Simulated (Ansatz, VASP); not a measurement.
# Ti in VASP and in Ansatz

Contents of INCAR:

```
PREC     = Accurate       # precision mode
ENCUT    = 520            # plane-wave cutoff, eV
EDIFF    = 1E-6           # SCF threshold, eV
ISMEAR   = 0              # smearing method
SIGMA    = 0.15           # smearing width, eV
LREAL    = False          # projectors in reciprocal space
LASPH    = True           # aspherical terms in the spheres
NELM     = 100            # most SCF steps
ALGO     = Normal         # electronic algorithm
ISIF     = 2              # what is computed and relaxed
LWAVE    = False          # write WAVECAR
LCHARG   = True           # write CHGCAR
GGA      = PS             # functional
LELF     = True           # ELF
LVHAR    = True         
NBANDS   = 12             # bands
```

Contents of KPOINTS:

```
Automatic mesh
0
Gamma
  20 20 20
```

POSCAR

```
Ti
1.0
   -1.7066400000      1.7066400000      1.7066400000
    1.7066400000     -1.7066400000      1.7066400000
    1.7066400000      1.7066400000     -1.7066400000
Ti
1
Direct
    0.0000000000      0.0000000000      0.0000000000
```

Input for Ansatz:

```yaml
crystal:
  lattice:
    - [-1.70664, 1.70664, 1.70664]
    - [1.70664, -1.70664, 1.70664]
    - [1.70664, 1.70664, -1.70664]
  atoms:
    - { symbol: Ti, position: [0.0, 0.0, 0.0] }
basis:
  ecutwfc: 420
kpoints:
  mp_grid: { grid: [20, 20, 20] }
hamiltonian:
  xc: pbesol
scf:
  occupations: { method: gaussian, width: 0.15 }
output:
  forces: true
  stress: true
  eigenvalues: true
```

Change from the starting cell: strain +0.040 along x and y, +0.040 along z, atoms carried along.

Alike in both runs: task single point; functional PBEsol; k mesh 20 × 20 × 20; occupations gaussian, width 0.15 eV; no spin polarisation.

|  | VASP | Ansatz |
| --- | --- | --- |
| version | VASP 6.6.1 | Ansatz 0.2.0 |
| potentials or method | VASP PAW PBE potentials, release 64 (Ti_sv), cutoff 520 eV | scalar-relativistic, plane waves, PAW |
| valence electrons in the cell | 12 | 12 |

```tsv
	VASP	Ansatz	Ansatz less VASP
gap on the k mesh at the Fermi level (eV)	none	none	-
pressure (GPa)	-15.1	-15.1	+0.07
```

VASP's potentials were made for PBE, not for PBEsol. A gap of «none» marks a metal or a gap that the smearing closes.
